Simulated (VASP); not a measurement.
Input of a VASP 6.6.1 run:

INCAR

```
ALGO = Normal
EDIFF = 1E-6
ENCUT = 500
GGA = PE
GGA_COMPAT = F
ISIF = 2
ISMEAR = 0
LASPH = T
LCHARG = F
LREAL = F
LWAVE = F
NBANDS = 11
NELM = 120
PREC = Accurate
SIGMA = 0.01
```

Contents of KPOINTS:

```
k-points
0
Gamma
  4 4 4
```

File POSCAR:

```
AlP
1.0
    0.0000000000      2.7255000000      2.7255000000
    2.7255000000      0.0000000000      2.7255000000
    2.7255000000      2.7255000000      0.0000000000
P Al
1 1
Direct
    0.7500000000      0.7500000000      0.7500000000
    0.0000000000      0.0000000000      0.0000000000
```

Potentials or basis: VASP PAW PBE potentials, release 64 (P, Al).

Run with:

```console
$ cat potpaw_PBE.64/P/POTCAR potpaw_PBE.64/Al/POTCAR > POTCAR
$ mpirun -np 1 vasp_std > vasp.out
```

Problem. Predict the band gap on the k mesh.

Solution. 1.55 eV, indirect (least direct gap 3.34 eV).

Problem. Estimate the pressure.

Solution. 3.1 GPa.

Caveat: the k points lie up to 0.50 Å⁻¹ apart. A k mesh can miss the band edges.
